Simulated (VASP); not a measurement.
# MnS in VASP: further runs

Runs on MnS. Level: PBE. Tasks: single point.

Everything below comes from runs of VASP 6.6.1. Logs are shortened: lines on timing, memory, paths and dates and some standing lists are left out, and cuts for length are marked.

### 1 The cell of the first run

Symmetry: Fm-3m, No. 225, cubic system. Conventional cell: a = 5.209 Å, b = 5.209 Å, c = 5.209 Å, α = 90.00°, β = 90.00°, γ = 90.00°. Within 3.4 Å of Mn (site symmetry m-3m) lie 6 S at 2.60 Å. Within 3.4 Å of S (site symmetry m-3m) lie 6 Mn at 2.60 Å.

### 2 Single point, PBE, collinear spin, ferromagnetic start

Input file INCAR:

```
SYSTEM = MnS
  ALGO = Normal
  EDIFF = 1E-6
  ENCUT = 520
  GGA = PE
  ISIF = 2
  ISMEAR = -1
  ISPIN = 2
  LASPH = .True.
  LCHARG = .False.
  LMAXMIX = 4
  LORBIT = 11
  LREAL = .False.
  LWAVE = .False.
  MAGMOM = 4 0
  NBANDS = 20
  NELM = 150
  PREC = Accurate
  SIGMA = 0.02
```

Input file KPOINTS:

```
k-points
0
Gamma
  11 11 11
  0 0 0
```

Input file POSCAR:

```
MnS
1.0
    0.0000000000      2.6045000000      2.6045000000
    2.6045000000      0.0000000000      2.6045000000
    2.6045000000      2.6045000000      0.0000000000
Mn S
1 1
Direct
    0.0000000000      0.0000000000      0.0000000000
    0.5000000000      0.5000000000      0.5000000000
```

Potentials or basis: VASP PAW PBE potentials, release 64 (Mn_pv, S).

Command:

```
cat potpaw_PBE.64/Mn_pv/POTCAR potpaw_PBE.64/S/POTCAR > POTCAR
mpirun -np 1 vasp_std > vasp.out
```

OUTCAR:

```text
SYSTEM = MnS
   EDIFF = 1E-6
   ENCUT = 520
   GGA = PE
   ISIF = 2
   ISMEAR = -1
   ISPIN = 2
   LASPH = .True.
   LORBIT = 11
   LREAL = .False.
   NELM = 150
   PREC = Accurate

 ion  position               nearest neighbor table
   1  0.000  0.000  0.000-   2 2.60   2 2.60   2 2.60   2 2.60   2 2.60   2 2.60
   2  0.500  0.500  0.500-   1 2.60   1 2.60   1 2.60   1 2.60   1 2.60   1 2.60

  LATTYP: Found a face centered cubic cell.
 ALAT       =     5.2090000000

  Lattice vectors:

 A1 = (   0.0000000000,   2.6045000000,   2.6045000000)
 A2 = (   2.6045000000,   0.0000000000,   2.6045000000)
 A3 = (   2.6045000000,   2.6045000000,   0.0000000000)

Analysis of symmetry for initial positions (statically):
=====================================================================
 Subroutine PRICEL returns:
 Original cell was already a primitive cell.

 Routine SETGRP: Setting up the symmetry group for a
 face centered cubic supercell.

 Subroutine GETGRP returns: Found 48 space group operations
 (whereof 48 operations were pure point group operations)
 out of a pool of 48 trial point group operations.

The static configuration has the point symmetry O_h .

Analysis of symmetry for dynamics (positions and initial velocities):
=====================================================================
 Subroutine PRICEL returns:
 Original cell was already a primitive cell.

 Routine SETGRP: Setting up the symmetry group for a
 face centered cubic supercell.

 Subroutine GETGRP returns: Found 48 space group operations
 (whereof 48 operations were pure point group operations)
 out of a pool of 48 trial point group operations.

The dynamic configuration has the point symmetry O_h .

Analysis of structural, dynamic, and magnetic symmetry:
=====================================================================
 Subroutine PRICEL returns:
 Original cell was already a primitive cell.

 Routine SETGRP: Setting up the symmetry group for a
 face centered cubic supercell.

 Subroutine GETGRP returns: Found 48 space group operations
 (whereof 48 operations were pure point group operations)
 out of a pool of 48 trial point group operations.

The overall configuration has the point symmetry O_h .

 Subroutine INISYM returns: Found 48 space group operations
 (whereof 48 operations are pure point group operations),
 and found     1 'primitive' translations

----------------------------------------------------------------------------------------

                                     Primitive cell

  volume of cell :      35.3348

  direct lattice vectors                    reciprocal lattice vectors
     0.000000000  2.604500000  2.604500000    -0.191975427  0.191975427  0.191975427
     2.604500000  0.000000000  2.604500000     0.191975427 -0.191975427  0.191975427
     2.604500000  2.604500000  0.000000000     0.191975427  0.191975427 -0.191975427

  length of vectors
     3.683319223  3.683319223  3.683319223     0.332511194  0.332511194  0.332511194

  position of ions in fractional coordinates (direct lattice)
     0.000000000  0.000000000  0.000000000
     0.500000000  0.500000000  0.500000000

  ion indices of the primitive-cell ions
   primitive index   ion index
                 1           1
                 2           2

----------------------------------------------------------------------------------------

 KPOINTS: k-points

Automatic generation of k-mesh.
 Grid dimensions read from file:
 generate k-points for:   11   11   11

 Generating k-lattice:

  Cartesian coordinates                     Fractional coordinates (reciprocal lattice)
    -0.017452312  0.017452312  0.017452312     0.090909091  0.000000000  0.000000000
     0.017452312 -0.017452312  0.017452312     0.000000000  0.090909091  0.000000000
     0.017452312  0.017452312 -0.017452312     0.000000000  0.000000000  0.090909091

  Length of vectors
     0.030228290  0.030228290  0.030228290

  Shift w.r.t. Gamma in fractional coordinates (k-lattice)
     0.000000000  0.000000000  0.000000000

 Subroutine IBZKPT returns following result:
 ===========================================

 Found     56 irreducible k-points:

 Following reciprocal coordinates:
            Coordinates               Weight
  0.000000  0.000000  0.000000      1.000000
  0.090909  0.000000  0.000000      8.000000
  0.181818  0.000000  0.000000      8.000000
  0.272727  0.000000  0.000000      8.000000
  0.363636  0.000000  0.000000      8.000000
  0.454545  0.000000  0.000000      8.000000
[... 16 lines left out ...]
 -0.272727  0.181818  0.000000     24.000000
 -0.181818  0.181818  0.000000     12.000000
 [... further k-points ...]
   k-points           NKPTS =     56   k-points in BZ     NKDIM =     56   number of bands    NBANDS=     20
   number of dos      NEDOS =    301   number of ions     NIONS =      2
   total plane-waves  NPLWV =  21952
   dimension x,y,z NGX =    28 NGY =   28 NGZ =   28
   dimension x,y,z NGXF=    56 NGYF=   56 NGZF=   56
   ions per type =               1   1
   NGX,Y,Z   is equivalent  to a cutoff of  12.64, 12.64, 12.64 a.u.
   NGXF,Y,Z  is equivalent  to a cutoff of  25.28, 25.28, 25.28 a.u.
 SYSTEM =  MnS
   PREC   = accura    normal or accurate (medium, high low for compatibility)
   ISTART =      0    job   : 0-new  1-cont  2-samecut
   ICHARG =      2    charge: 1-file 2-atom 10-const
   ISPIN  =      2    spin polarized calculation?
   LNONCOLLINEAR =      F non collinear calculations
   LSORBIT =      F    spin-orbit coupling
   LASPH  =      T    aspherical Exc in radial PAW
   ENCUT  =  520.0 eV  38.22 Ry    6.18 a.u.   6.85  6.85  6.85*2*pi/ulx,y,z
   NELM   =    150;   NELMIN=  2; NELMDL= -5     # of ELM steps
   EDIFF  = 0.1E-05   stopping-criterion for ELM
   LREAL  =      F    real-space projection
   EDIFFG = 0.1E-04   stopping-criterion for IOM
   NSW    =      0    number of steps for IOM
   IBRION =     -1    ionic relax: 0-MD 1-quasi-New 2-CG
   NFREE  =      0    steps in history (QN), initial steepest desc. (CG)
   ISIF   =      2    stress and relaxation
   ISYM   =      2    0-nonsym 1-usesym 2-fastsym
   POTIM  = 0.5000    time-step for ionic-motion
   TEBEG  =    0.0;   TEEND  =   0.0 temperature during run
   PSTRESS=    0.0 pullay stress
   NELECT =      19.0000    total number of electrons
   NUPDOWN=      -1.0000    fix difference up-down
   EMIN   =  10.00;   EMAX   =-10.00  energy-range for DOS
   EFERMI =   0.00;   METHOD = LEGACY
   ISMEAR =    -1;   SIGMA  =   0.02  broadening in eV -4-tet -1-fermi 0-gaus
   EFERMI_NEDOS =   21; number of points for ismear=-14 and -15
   IALGO  =     38    algorithm
   IMIX   =      4    mixing-type and parameters
     AMIX     =   0.40;   BMIX     =  1.00
     AMIX_MAG =   1.60;   BMIX_MAG =  1.00
  volume/ion in A,a.u.               =      17.67       119.23
  Fermi-wavevector in a.u.,A,eV,Ry     =   1.331246  2.515690 24.112464  1.772216
  Thomas-Fermi vector in A             =   2.460272
   LORBIT       =     11    0 simple, 1 ext, 2 COOP (PROOUT), +10 PAW based schemes
   GGA     = PE    functional components
   LHFCALC =     F    Hartree Fock is set to
   AEXX    =    0.0000 exact exchange contribution
   IVDW    =     0    specifies the selected vdW correction
   LEPSILON=     F    determine dielectric tensor
   LRPA    =     F    only Hartree local field effects (RPA)
 spin polarized calculation
  energy-cutoff  :      520.00
  volume of cell :       35.33
 maximum number of plane-waves:       967
   NGX = 13   NGY = 13   NGZ = 13

 number of electron      18.9999989 magnetization       4.7250775

 Free energy of the ion-electron system (eV)
  ---------------------------------------------------
  ext. energy  EPLUGINS =         0.00000000
  ---------------------------------------------------
  free energy    TOTEN  =       -14.06346042 eV

  energy without entropy =      -14.06212379  energy(sigma->0) =      -14.06279211

 E-fermi :   6.6522     XC(G=0): -10.6412

 val. band max:        6.6446808061   @ k =   0.4545   0.0909   0.0000
 cond. band min:       6.6677611875   @ k =  -0.2727   0.2727   0.0000
 fundamental gap:      0.0230803814
 Fermi energy:         6.6522092233

 spin component 1

 k-point     1 :       0.0000    0.0000    0.0000
  band No.  band energies     occupation
      1     -44.0609      1.00000
      2     -44.0609      1.00000
      3     -44.0609      1.00000
      4      -7.9385      1.00000
      5       3.2548      1.00000
      6       3.2548      1.00000
[... 12 lines left out ...]
     19      18.4171      0.00000
     20      18.7963      0.00000

 k-point     2 :       0.0909    0.0000    0.0000
  band No.  band energies     occupation
      1     -44.0615      1.00000
      2     -44.0610      1.00000
      3     -44.0610      1.00000
      4      -7.8548      1.00000
      5       3.0667      1.00000
      6       3.0866      1.00000
[... 12 lines left out ...]
     19      17.8973      0.00000
     20      19.0810      0.00000

 k-point     3 :       0.1818    0.0000    0.0000
  band No.  band energies     occupation
      1     -44.0632      1.00000
      2     -44.0612      1.00000
      3     -44.0612      1.00000
      4      -7.6161      1.00000
      5       2.2914      1.00000
      6       2.6416      1.00000
[... 12 lines left out ...]
     19      17.9719      0.00000
     20      20.7424      0.00000

 k-point     4 :       0.2727    0.0000    0.0000
  band No.  band energies     occupation
      1     -44.0654      1.00000
      2     -44.0615      1.00000
      3     -44.0615      1.00000
      4      -7.2640      1.00000
      5       1.1958      1.00000
      6       2.2340      1.00000
[... 429 lines left out ...]
 k-point    23 :      -0.2727    0.1818    0.0000
  band No.  band energies     occupation
      1     -44.0666      1.00000
      2     -44.0635      1.00000
      3     -44.0618      1.00000
      4      -6.8414      1.00000
      5       0.5489      1.00000
      6       1.9070      1.00000
[... 12 lines left out ...]
     19      20.4386      0.00000
     20      22.4090      0.00000

 k-point    24 :      -0.1818    0.1818    0.0000
  band No.  band energies     occupation
      1     -44.0652      1.00000
      2     -44.0628      1.00000
      3     -44.0615      1.00000
      4      -7.1653      1.00000
      5       1.1443      1.00000
      6       2.0880      1.00000
[... 12 lines left out ...]
     19      20.1652      0.00000
     20      21.7502      0.00000

 [... further k-points ...]

 spin component 2

 k-point     1 :       0.0000    0.0000    0.0000
  band No.  band energies     occupation
      1     -39.5218      1.00000
      2     -39.5218      1.00000
      3     -39.5218      1.00000
      4      -7.6406      1.00000
      5       4.9872      1.00000
      6       4.9872      1.00000
[... 12 lines left out ...]
     19      19.4567      0.00000
     20      20.5123      0.00000

 k-point     2 :       0.0909    0.0000    0.0000
  band No.  band energies     occupation
      1     -39.5227      1.00000
      2     -39.5219      1.00000
      3     -39.5219      1.00000
      4      -7.5605      1.00000
      5       4.3603      1.00000
      6       4.7335      1.00000
[... 12 lines left out ...]
     19      18.3666      0.00000
     20      20.6155      0.00000

 k-point     3 :       0.1818    0.0000    0.0000
  band No.  band energies     occupation
      1     -39.5250      1.00000
      2     -39.5223      1.00000
      3     -39.5223      1.00000
      4      -7.3329      1.00000
      5       3.1487      1.00000
      6       4.2526      1.00000
[... 12 lines left out ...]
     19      19.0139      0.00000
     20      21.5575      0.00000

 k-point     4 :       0.2727    0.0000    0.0000
  band No.  band energies     occupation
      1     -39.5281      1.00000
      2     -39.5227      1.00000
      3     -39.5227      1.00000
      4      -6.9997      1.00000
      5       1.9232      1.00000
      6       3.8059      1.00000
[... 429 lines left out ...]
 k-point    23 :      -0.2727    0.1818    0.0000
  band No.  band energies     occupation
      1     -39.5296      1.00000
      2     -39.5253      1.00000
      3     -39.5231      1.00000
      4      -6.5970      1.00000
      5       1.3089      1.00000
      6       2.9645      1.00000
[... 12 lines left out ...]
     19      21.6155      0.00000
     20      23.3096      0.00000

 k-point    24 :      -0.1818    0.1818    0.0000
  band No.  band energies     occupation
      1     -39.5278      1.00000
      2     -39.5244      1.00000
      3     -39.5226      1.00000
      4      -6.9037      1.00000
      5       1.9627      1.00000
      6       3.4331      1.00000
[... 12 lines left out ...]
     19      21.2701      0.00000
     20      22.9156      0.00000

 [... further k-points ...]
[... 5 lines left out ...]
  --------------------------------------------------------------------------------------
  -------------------------------------------------------------------------------------
  Total       -0.6130443     -0.6130443     -0.6130443      0.0000000      0.0000000      0.0000000
  in kB      -27.7970913    -27.7970913    -27.7970913      0.0000000      0.0000000      0.0000000
  external PRESSURE =     -27.7970913 kB  Pullay stress =       0.0000000 kB

 VOLUME and BASIS-vectors are now :
 -----------------------------------------------------------------------------
  energy-cutoff  :      520.00
  volume of cell :       35.33
      direct lattice vectors                 reciprocal lattice vectors
     0.000000000  2.604500000  2.604500000    -0.191975427  0.191975427  0.191975427
     2.604500000  0.000000000  2.604500000     0.191975427 -0.191975427  0.191975427
     2.604500000  2.604500000  0.000000000     0.191975427  0.191975427 -0.191975427

 POSITION                                       TOTAL-FORCE (eV/Angst)
 -----------------------------------------------------------------------------------
      0.00000      0.00000      0.00000        -0.000000     -0.000000     -0.000000
      2.60450      2.60450      2.60450         0.000000      0.000000      0.000000
 -----------------------------------------------------------------------------------
    total drift:                               -0.000000      0.000000      0.000000

  FREE ENERGIE OF THE ION-ELECTRON SYSTEM (eV)
  ---------------------------------------------------
  free  energy   TOTEN  =       -14.0634604208 eV

  energy  without entropy=      -14.0621237932  energy(sigma->0) =      -14.06279211

 total charge

# of ion       s       p       d       tot
------------------------------------------
    1        0.215   6.162   4.928  11.305
    2        1.327   2.401   0.000   3.729
--------------------------------------------------
tot          1.542   8.564   4.928  15.034

 magnetization (x)

# of ion       s       p       d       tot
------------------------------------------
    1        0.052   0.039   4.174   4.265
    2        0.027   0.082   0.000   0.108
--------------------------------------------------
tot          0.078   0.121   4.174   4.373
```

Run time: 2.5 min. Hardware: 1 thread of AMD EPYC, shared host; peak memory 0.18 GiB.

Results:

* Free energy: -14.0635 eV
* Pressure: -2.8 GPa
* Net moment: 4.73 μB per cell
* Site moments: Mn +4.26; S +0.11 μB
* Valence electrons inside the program's atomic spheres: Mn 11.30; S 3.73

Levels at points of the mesh, in eV from the Fermi level:
Spin up:
```tsv
k point	band 9	band 10	band 11	band 12	band 13	band 14	band 15	band 16
(0.00, 0.00, 0.00)	-3.30	-1.88	-1.88	-1.88	1.70	8.58	8.58	8.58
```
Spin down:
| k point | band 3 | band 4 | band 5 | band 6 | band 7 | band 8 | band 9 | band 10 | band 11 | band 12 |
| --- | --- | --- | --- | --- | --- | --- | --- | --- | --- | --- |
| (0.00, 0.00, 0.00) | -46.17 | -14.29 | -1.67 | -1.67 | -1.67 | 0.30 | 0.30 | 0.30 | 0.35 | 0.35 |

Caveat: a cell with one magnetic atom can't hold antiferromagnetic order, which such compounds often take; semilocal functionals often make such compounds metallic where correlation or magnetic order opens a gap, which also shifts bond lengths. With open d or f shells a metallic result of PBE can be an artefact of self-interaction; +U or a hybrid may open a gap.

### 3 Single point, PBE, collinear spin, ferromagnetic start

Input file INCAR:

```
  PREC = Accurate
  ENCUT = 520
  EDIFF = 1E-6
  ISMEAR = -1
  SIGMA = 0.02
  LREAL = F
  LASPH = T
  NELM = 150
  ALGO = Normal
  ISIF = 2
  LWAVE = F
  LCHARG = T
  ISPIN = 2
  MAGMOM = 4 0
  LORBIT = 11
  LMAXMIX = 4
  GGA = PE
  LELF = T
  LVHAR = T
  NBANDS = 20
```

Input file KPOINTS:

```
regular mesh
0
Gamma
  11 11 11
```

Changes to POSCAR since step 2:

```diff
@@ -9,2 +9,2 @@
     0.0000000000      0.0000000000      0.0000000000
-    0.5000000000      0.5000000000      0.5000000000
+    0.4980802457      0.4980802457      0.5019197543
```

Potentials or basis: VASP PAW PBE potentials, release 64 (Mn_pv, S).

Command:

```
cat potpaw_PBE.64/Mn_pv/POTCAR potpaw_PBE.64/S/POTCAR > POTCAR
mpirun -np 1 vasp_std > vasp.out
```

It took 5.8 min on 1 thread of AMD EPYC, shared host; peak memory 0.23 GiB.

It converged, with:

```yaml
Free_energy: -14.0633 eV
Pressure: -2.8 GPa
Largest_force: 0.025 eV/Å
Net_moment: 4.73 μB per cell
Site_moments: Mn +4.26; S +0.11 μB
Valence_electrons_inside_the_program's_atomic_spheres: Mn 11.30; S 3.73
```

Forces in eV/Å, atoms in the order of the input:
```
Mn   0.000  0.000 -0.025
S    0.000  0.000  0.025
```

Levels at points of the mesh, in eV from the Fermi level:
Spin up:
```tsv
k point	band 10	band 11	band 12	band 13	band 14	band 15
(0.00, 0.00, 0.00)	-1.88	-1.88	-1.88	1.70	8.58	8.58
```
Spin down:
| k point | band 4 | band 5 | band 6 | band 7 | band 8 | band 9 | band 10 | band 11 |
| --- | --- | --- | --- | --- | --- | --- | --- | --- |
| (0.00, 0.00, 0.00) | -14.29 | -1.67 | -1.67 | -1.67 | 0.30 | 0.30 | 0.30 | 0.35 |

Caveat: a cell with one magnetic atom can't hold antiferromagnetic order, which such compounds often take; semilocal functionals often make such compounds metallic where correlation or magnetic order opens a gap, which also shifts bond lengths. With open d or f shells a metallic result of PBE can be an artefact of self-interaction; +U or a hybrid may open a gap.
